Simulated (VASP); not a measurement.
# CdF2 (Fm-3m) in VASP: settings compared

Aim: see how the results for CdF2 move with the level of theory and the settings. Levels: PBE-based screened hybrid, HSE06. Tasks: single point.

Program: VASP 6.6.1. These are calculated values, not measurements. Logs are shortened: lines on timing, memory, paths and dates and some standing lists are left out, and cuts for length are marked.

### Step 1. The cell of the first run

It takes space group Fm-3m (No. 225, cubic). Conventional cell: a = 5.365 Å, b = 5.365 Å, c = 5.365 Å, α = 90.00°, β = 90.00°, γ = 90.00°. Within 3.1 Å of Cd (site symmetry m-3m) lie 8 F at 2.32 Å. F (site symmetry -43m) has 4 Cd at 2.32 Å and 6 F at 2.68 Å within 3.1 Å.

### Step 2. Single point, PBE-based screened hybrid

Input file POSCAR:

```
CdF2
1.0
    0.0000000000      2.6825809990      2.6825809990
    2.6825809990      0.0000000000      2.6825809990
    2.6825809990      2.6825809990      0.0000000000
Cd F
1 2
Direct
    0.0000000000      0.0000000000      0.0000000000
    0.2500000000      0.2500000000      0.2500000000
    0.7500000000      0.7500000000      0.7500000000
```

Input file INCAR.step1:

```
PREC = Accurate
ENCUT = 520
EDIFF = 1E-5
ISMEAR = 0
SIGMA = 0.01
LREAL = F
LASPH = T
NELM = 100
ALGO = Normal
ISIF = 2
LWAVE = T
LCHARG = F
GGA = PE
NBANDS = 20
```

Input file INCAR.step2:

```
PREC = Accurate
ENCUT = 520
EDIFF = 1E-7
ISMEAR = 0
SIGMA = 0.01
LREAL = F
LASPH = T
NELM = 100
ALGO = Normal
ISIF = 2
LWAVE = F
LCHARG = F
GGA = PE
LHFCALC = T
AEXX = 0.1
HFSCREEN = 0.3
PRECFOCK = Normal
ISTART = 1
NBANDS = 20
```

Input file KPOINTS:

```
regular mesh
0
Gamma
  4 4 4
```

Potentials or basis: VASP PAW PBE potentials, release 64 (Cd, F).

Launch:

```bash
$ cat potpaw_PBE.64/Cd/POTCAR potpaw_PBE.64/F/POTCAR > POTCAR
$ cp INCAR.step1 INCAR
$ mpirun -np 1 vasp_std > vasp.out
$ cp INCAR.step2 INCAR
$ mpirun -np 1 vasp_std > vasp.out
```

OUTCAR:

```text
PREC = Accurate
   ENCUT = 520
   EDIFF = 1E-7
   ISMEAR = 0
   LREAL = F
   LASPH = T
   NELM = 100
   ISIF = 2
   GGA = PE
   LHFCALC = T
   AEXX = 0.1
   HFSCREEN = 0.3
   PRECFOCK = Normal
   ISTART = 1

 ion  position               nearest neighbor table
   1  0.000  0.000  0.000-   3 2.32   3 2.32   3 2.32   2 2.32   3 2.32   2 2.32   2 2.32   2 2.32

   2  0.250  0.250  0.250-   1 2.32   1 2.32   1 2.32   1 2.32
   3  0.750  0.750  0.750-   1 2.32   1 2.32   1 2.32   1 2.32

  LATTYP: Found a face centered cubic cell.
 ALAT       =     5.3651619980

  Lattice vectors:

 A1 = (   0.0000000000,   2.6825809990,   2.6825809990)
 A2 = (   2.6825809990,   0.0000000000,   2.6825809990)
 A3 = (   2.6825809990,   2.6825809990,   0.0000000000)

Analysis of symmetry for initial positions (statically):
=====================================================================
 Subroutine PRICEL returns:
 Original cell was already a primitive cell.

 Routine SETGRP: Setting up the symmetry group for a
 face centered cubic supercell.

 Subroutine GETGRP returns: Found 48 space group operations
 (whereof 48 operations were pure point group operations)
 out of a pool of 48 trial point group operations.

The static configuration has the point symmetry O_h .

Analysis of symmetry for dynamics (positions and initial velocities):
=====================================================================
 Subroutine PRICEL returns:
 Original cell was already a primitive cell.

 Routine SETGRP: Setting up the symmetry group for a
 face centered cubic supercell.

 Subroutine GETGRP returns: Found 48 space group operations
 (whereof 48 operations were pure point group operations)
 out of a pool of 48 trial point group operations.

The dynamic configuration has the point symmetry O_h .

 Subroutine INISYM returns: Found 48 space group operations
 (whereof 48 operations are pure point group operations),
 and found     1 'primitive' translations

----------------------------------------------------------------------------------------

                                     Primitive cell

  volume of cell :      38.6090

  direct lattice vectors                    reciprocal lattice vectors
     0.000000000  2.682580999  2.682580999    -0.186387662  0.186387662  0.186387662
     2.682580999  0.000000000  2.682580999     0.186387662 -0.186387662  0.186387662
     2.682580999  2.682580999  0.000000000     0.186387662  0.186387662 -0.186387662

  length of vectors
     3.793742431  3.793742431  3.793742431     0.322832900  0.322832900  0.322832900

  position of ions in fractional coordinates (direct lattice)
     0.000000000  0.000000000  0.000000000
     0.250000000  0.250000000  0.250000000
     0.750000000  0.750000000  0.750000000

  ion indices of the primitive-cell ions
   primitive index   ion index
                 1           1
                 2           2
                 3           3

----------------------------------------------------------------------------------------

 KPOINTS: regular mesh

Automatic generation of k-mesh.
 Grid dimensions read from file:
 generate k-points for:    4    4    4

 Generating k-lattice:

  Cartesian coordinates                     Fractional coordinates (reciprocal lattice)
    -0.046596915  0.046596915  0.046596915     0.250000000  0.000000000  0.000000000
     0.046596915 -0.046596915  0.046596915     0.000000000  0.250000000  0.000000000
     0.046596915  0.046596915 -0.046596915     0.000000000  0.000000000  0.250000000

  Length of vectors
     0.080708225  0.080708225  0.080708225

  Shift w.r.t. Gamma in fractional coordinates (k-lattice)
     0.000000000  0.000000000  0.000000000

 Subroutine IBZKPT returns following result:
 ===========================================

 Found      8 irreducible k-points:

 Following reciprocal coordinates:
            Coordinates               Weight
  0.000000  0.000000  0.000000      1.000000
  0.250000  0.000000  0.000000      8.000000
  0.500000  0.000000  0.000000      4.000000
  0.250000  0.250000  0.000000      6.000000
  0.500000  0.250000  0.000000     24.000000
 -0.250000  0.250000  0.000000     12.000000
  0.500000  0.500000  0.000000      3.000000
 -0.250000  0.500000  0.250000      6.000000
   k-points           NKPTS =      8   k-points in BZ     NKDIM =     64   number of bands    NBANDS=     20
   number of dos      NEDOS =    301   number of ions     NIONS =      3
   total plane-waves  NPLWV =  21952
   dimension x,y,z NGX =    28 NGY =   28 NGZ =   28
   dimension x,y,z NGXF=    56 NGYF=   56 NGZF=   56
   ions per type =               1   2
   NGX,Y,Z   is equivalent  to a cutoff of  12.27, 12.27, 12.27 a.u.
   NGXF,Y,Z  is equivalent  to a cutoff of  24.54, 24.54, 24.54 a.u.
 SYSTEM =  unknown system
   PREC   = accura    normal or accurate (medium, high low for compatibility)
   ISTART =      1    job   : 0-new  1-cont  2-samecut
   ICHARG =      0    charge: 1-file 2-atom 10-const
   ISPIN  =      1    spin polarized calculation?
   LNONCOLLINEAR =      F non collinear calculations
   LSORBIT =      F    spin-orbit coupling
   LASPH  =      T    aspherical Exc in radial PAW
   ENCUT  =  520.0 eV  38.22 Ry    6.18 a.u.   7.05  7.05  7.05*2*pi/ulx,y,z
   NELM   =    100;   NELMIN=  2; NELMDL=  0     # of ELM steps
   EDIFF  = 0.1E-06   stopping-criterion for ELM
   LREAL  =      F    real-space projection
   EDIFFG = 0.1E-05   stopping-criterion for IOM
   NSW    =      0    number of steps for IOM
   IBRION =     -1    ionic relax: 0-MD 1-quasi-New 2-CG
   NFREE  =      0    steps in history (QN), initial steepest desc. (CG)
   ISIF   =      2    stress and relaxation
   ISYM   =      3    0-nonsym 1-usesym 2-fastsym
   POTIM  = 0.5000    time-step for ionic-motion
   TEBEG  =    0.0;   TEEND  =   0.0 temperature during run
   PSTRESS=    0.0 pullay stress
   NELECT =      26.0000    total number of electrons
   NUPDOWN=      -1.0000    fix difference up-down
   EMIN   =  10.00;   EMAX   =-10.00  energy-range for DOS
   EFERMI =   0.00;   METHOD = LEGACY
   ISMEAR =     0;   SIGMA  =   0.01  broadening in eV -4-tet -1-fermi 0-gaus
   EFERMI_NEDOS =   21; number of points for ismear=-14 and -15
   IALGO  =     38    algorithm
   IMIX   =      1    mixing-type and parameters
     AMIX     =   0.40;   BMIX     =  1.00
     AMIX_MAG =   1.60;   BMIX_MAG =  1.00
  volume/ion in A,a.u.               =      12.87        86.85
  Fermi-wavevector in a.u.,A,eV,Ry     =   1.434949  2.711660 28.015462  2.059078
  Thomas-Fermi vector in A             =   2.554301
   LORBIT       =      0    0 simple, 1 ext, 2 COOP (PROOUT), +10 PAW based schemes
   GGA     = PE    functional components
   LHFCALC =     T    Hartree Fock is set to
   PRECFOCK=normal    Normal, Fast or Accurate (Low or Medium for compatibility)
   ENCUT4O =  -1.0   cutoff for four orbital integrals eV
   NKREDX  =     1    reduce k-point grid by
   NKREDY  =     1    reduce k-point grid by
   NKREDZ  =     1    reduce k-point grid by
   AEXX    =    0.1000 exact exchange contribution
   HFSCREEN=    0.3000 screening length (either q_TF or 0.3 A-1)
   HFSCREENC=   0.3000 screening length for correlation (either q_TF or 0.3 A-1)
   ENCUTFOCK=  -1.0 apply spherical cutoff to Coloumb kernel
   IVDW    =     0    specifies the selected vdW correction
   LEPSILON=     F    determine dielectric tensor
   LRPA    =     F    only Hartree local field effects (RPA)
 non-spin polarized calculation
 Gauss-broadening in eV      SIGMA  =   0.01
  energy-cutoff  :      520.00
  volume of cell :       38.61
 maximum number of plane-waves:      1056
  NGX = 24; NGY = 24; NGZ = 24

 number of electron      25.9999999 magnetization

 Free energy of the ion-electron system (eV)
  ---------------------------------------------------
  ext. energy  EPLUGINS =         0.00000000
  ---------------------------------------------------
  free energy    TOTEN  =       -12.08621478 eV

  energy without entropy =      -12.08621478  energy(sigma->0) =      -12.08621478

 E-fermi :  -1.6960     XC(G=0):  -9.7681

 val. band max:       -1.7590975483   @ k =  -0.2500   0.5000   0.2500
 cond. band min:       2.0670432730   @ k =   0.0000   0.0000   0.0000
 fundamental gap:      3.8261408213
 Fermi energy:        -1.6959777076

 k-point     1 :       0.0000    0.0000    0.0000
  band No.  band energies     occupation
      1     -23.2938      2.00000
      2     -22.1398      2.00000
      3      -7.5875      2.00000
      4      -7.5875      2.00000
      5      -7.5875      2.00000
      6      -6.2886      2.00000
[... 12 lines left out ...]
     19      19.0201      0.00000
     20      19.0201      0.00000

 k-point     2 :       0.2500    0.0000    0.0000
  band No.  band energies     occupation
      1     -23.1017      2.00000
      2     -22.3113      2.00000
      3      -7.3822      2.00000
      4      -7.3822      2.00000
      5      -6.9430      2.00000
      6      -6.3244      2.00000
[... 12 lines left out ...]
     19      17.9697      0.00000
     20      18.7824      0.00000

 k-point     3 :       0.5000    0.0000    0.0000
  band No.  band energies     occupation
      1     -22.7330      2.00000
      2     -22.6542      2.00000
      3      -7.2254      2.00000
      4      -7.2254      2.00000
      5      -6.2200      2.00000
      6      -6.2200      2.00000
[... 12 lines left out ...]
     19      17.3014      0.00000
     20      17.9082      0.00000

 k-point     4 :       0.2500    0.2500    0.0000
  band No.  band energies     occupation
      1     -23.0576      2.00000
      2     -22.3398      2.00000
      3      -7.2284      2.00000
      4      -7.2284      2.00000
      5      -6.8194      2.00000
      6      -6.6704      2.00000
[... 12 lines left out ...]
     19      19.6006      0.00000
     20      20.5688      0.00000

 k-point     5 :       0.5000    0.2500    0.0000
  band No.  band energies     occupation
      1     -22.7932      2.00000
      2     -22.5672      2.00000
      3      -7.0843      2.00000
      4      -6.9441      2.00000
      5      -6.5714      2.00000
      6      -6.2379      2.00000
[... 12 lines left out ...]
     19      19.0608      0.00000
     20      20.5899      0.00000

 k-point     6 :      -0.2500    0.2500    0.0000
  band No.  band energies     occupation
      1     -22.8691      2.00000
      2     -22.5094      2.00000
      3      -7.1812      2.00000
      4      -7.0532      2.00000
      5      -6.4769      2.00000
      6      -6.3724      2.00000
[... 12 lines left out ...]
     19      17.2617      0.00000
     20      21.3759      0.00000

 k-point     7 :       0.5000    0.5000    0.0000
  band No.  band energies     occupation
      1     -22.8048      2.00000
      2     -22.5304      2.00000
      3      -7.3308      2.00000
      4      -6.5816      2.00000
      5      -6.5816      2.00000
      6      -6.1710      2.00000
[... 12 lines left out ...]
     19      18.6470      0.00000
     20      20.5470      0.00000

 k-point     8 :      -0.2500    0.5000    0.2500
  band No.  band energies     occupation
      1     -22.6705      2.00000
      2     -22.6705      2.00000
      3      -6.9520      2.00000
      4      -6.5757      2.00000
      5      -6.5739      2.00000
      6      -6.4181      2.00000
[... 12 lines left out ...]
     19      18.4072      0.00000
     20      20.5349      0.00000

------------------------ aborting loop because EDIFF is reached ----------------------------------------

  FORCE on cell =-STRESS in cart. coord.  units (eV):
  Direction    XX          YY          ZZ          XY          YZ          ZX
  --------------------------------------------------------------------------------------
  -------------------------------------------------------------------------------------
  Total        1.5334971      1.5334971      1.5334971      0.0000000     -0.0000000      0.0000000
  in kB       63.6363153     63.6363153     63.6363153      0.0000000     -0.0000000      0.0000000
  external PRESSURE =      63.6363153 kB  Pullay stress =       0.0000000 kB

 VOLUME and BASIS-vectors are now :
 -----------------------------------------------------------------------------
  energy-cutoff  :      520.00
  volume of cell :       38.61
      direct lattice vectors                 reciprocal lattice vectors
     0.000000000  2.682580999  2.682580999    -0.186387662  0.186387662  0.186387662
     2.682580999  0.000000000  2.682580999     0.186387662 -0.186387662  0.186387662
     2.682580999  2.682580999  0.000000000     0.186387662  0.186387662 -0.186387662

 POSITION                                       TOTAL-FORCE (eV/Angst)
 -----------------------------------------------------------------------------------
      0.00000      0.00000      0.00000         0.000000      0.000000      0.000000
      1.34129      1.34129      1.34129         0.000000     -0.000000     -0.000000
      4.02387      4.02387      4.02387        -0.000000      0.000000     -0.000000
 -----------------------------------------------------------------------------------
    total drift:                               -0.000002     -0.000003     -0.000003

  FREE ENERGIE OF THE ION-ELECTRON SYSTEM (eV)
  ---------------------------------------------------
  free  energy   TOTEN  =       -12.0862147850 eV

  energy  without entropy=      -12.0862147850  energy(sigma->0) =      -12.08621478
```

Wall time 8.5 min (1 thread of Intel Xeon Platinum 8375C at 2.90GHz (Ice Lake), shared host); peak memory 0.27 GiB.

What came out:

| Quantity | Value |
| --- | --- |
| Free energy | -12.0862 eV |
| Pressure | 6.4 GPa |
| Band gap on the k mesh | 3.83 eV, indirect (least direct gap 4.34 eV) |

Levels at points of the mesh, in eV from the valence-band top:
| k point | band 10 | band 11 | band 12 | band 13 | band 14 | band 15 | band 16 | band 17 |
| --- | --- | --- | --- | --- | --- | --- | --- | --- |
| (0.00, 0.00, 0.00) | -1.02 | -0.52 | -0.52 | -0.52 | 3.83 | 13.55 | 13.55 | 13.55 |
| (0.50, 0.00, 0.00) | -1.92 | -1.92 | -0.41 | -0.41 | 8.07 | 9.91 | 15.48 | 15.48 |
| (0.50, 0.50, 0.00) | -3.08 | -0.53 | -0.09 | -0.09 | 8.94 | 10.49 | 12.62 | 15.28 |

Caveat: the k points lie up to 0.51 Å⁻¹ apart; the PAW data sets were made with another functional, which shifts forces and pressure a little. A k mesh can miss the band edges.

### Step 3. Single point, HSE06

POSCAR is that of step 2.

Input file INCAR.step1:

```
SYSTEM = CdF2
ALGO = Normal ; EDIFF = 1E-5
ENCUT = 520 ; GGA = PE
ISIF = 2 ; ISMEAR = 0
LASPH = .TRUE. ; LCHARG = .FALSE.
LREAL = .FALSE. ; LWAVE = .TRUE.
NBANDS = 20 ; NELM = 80
PREC = Accurate ; SIGMA = 0.01
```

Input file INCAR.step2:

```
SYSTEM = CdF2
ALGO = Normal ; EDIFF = 1E-7
ENCUT = 520 ; GGA = PE
HFSCREEN = 0.2079 ; ISIF = 2
ISMEAR = 0 ; ISTART = 1
LASPH = .TRUE. ; LCHARG = .FALSE.
LHFCALC = .TRUE. ; LREAL = .FALSE.
LWAVE = .FALSE. ; NBANDS = 20
NELM = 80 ; PREC = Accurate
PRECFOCK = Normal ; SIGMA = 0.01
```

Input file KPOINTS:

```
k-points
0
G
  4 4 4
  0 0 0
```

Potentials or basis: VASP PAW PBE potentials, release 64 (Cd, F).

Launch:

```bash
$ cat potpaw_PBE.64/Cd/POTCAR potpaw_PBE.64/F/POTCAR > POTCAR
$ cp INCAR.step1 INCAR
$ mpirun -np 1 vasp_std > vasp.out
$ cp INCAR.step2 INCAR
$ mpirun -np 1 vasp_std > vasp.out
```

Run time: 9.4 min. Hardware: 1 thread of Intel Xeon Platinum 8375C at 2.90GHz (Ice Lake), shared host; peak memory 0.27 GiB.

The run converged. Its results:

| Property | Result |
| --- | --- |
| Free energy | -14.3507 eV |
| Pressure | 4.2 GPa |
| Band gap on the k mesh | 5.21 eV, indirect (least direct gap 5.78 eV) |

Levels at points of the mesh, in eV from the valence-band top:
| k point | band 11 | band 12 | band 13 | band 14 | band 15 | band 16 |
| --- | --- | --- | --- | --- | --- | --- |
| (0.00, 0.00, 0.00) | -0.56 | -0.56 | -0.56 | 5.21 | 15.04 | 15.04 |
| (0.50, 0.00, 0.00) | -1.98 | -0.44 | -0.44 | 9.61 | 11.29 | 17.12 |
| (0.50, 0.50, 0.00) | -0.55 | -0.10 | -0.10 | 10.55 | 11.96 | 13.92 |

Caveat: the k points lie up to 0.51 Å⁻¹ apart; the PAW data sets were made with another functional, which shifts forces and pressure a little.
